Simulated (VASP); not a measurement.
Here is a VASP 6.6.1 calculation.

The input INCAR:

```
SYSTEM = ZrC
ALGO = Normal
EDIFF = 1E-6
ENCUT = 520
GGA = PS
ISIF = 2
ISMEAR = -1
LASPH = .True.
LCHARG = .True.
LDAU = .True.
LDAUJ = 0 0
LDAUL = 2 -1
LDAUPRINT = 1
LDAUTYPE = 2
LDAUU = 2 0
LELF = .True.
LMAXMIX = 4
LREAL = .False.
LVHAR = .True.
LWAVE = .False.
NBANDS = 24
NELM = 150
PREC = Accurate
SIGMA = 0.05
```

File KPOINTS:

```
k-points
0
Gamma
  9 9 5
  0 0 0
```

POSCAR

```
ZrC
1.0
    3.3914762718      0.0000000000      0.0000000000
   -1.6957381359      2.9371046077      0.0000000000
    0.0000000000      0.0000000000      5.2900530000
Zr C
2 2
Direct
    0.6666666667      0.3333333333      0.7500000000
    0.3333333333      0.6666666667      0.2500000000
    0.0000000000      0.0000000000      0.5000000000
    0.0000000000      0.0000000000      0.0000000000
```

Potentials or basis: VASP PAW PBE potentials, release 64 (Zr_sv, C).

Command:

```sh
$ cat potpaw_PBE.64/Zr_sv/POTCAR potpaw_PBE.64/C/POTCAR > POTCAR
$ mpirun -np 1 vasp_std > vasp.out
```

Q: Estimate the pressure.

A: -2.1 GPa.

Q: Predict the band gap on the k mesh.

A: Zero (band 16 reaches 10.96 eV, above the bottom of band 17 at 9.87 eV).

Eigenvalues of the final occupation matrices:
| site | spin | trace | eigenvalues |
| --- | --- | --- | --- |
| site 1 d | 1 | 0.80 | 0.12 0.15 0.15 0.19 0.19 |
| site 1 d | 2 | 0.80 | 0.12 0.15 0.15 0.19 0.19 |
| site 2 d | 1 | 0.80 | 0.12 0.15 0.15 0.19 0.19 |
| site 2 d | 2 | 0.80 | 0.12 0.15 0.15 0.19 0.19 |

Caveat: the PAW data sets were made with another functional, which shifts forces and pressure a little; U without spin polarisation on a metal has little footing; the U is typed as a test and isn't derived for this compound.
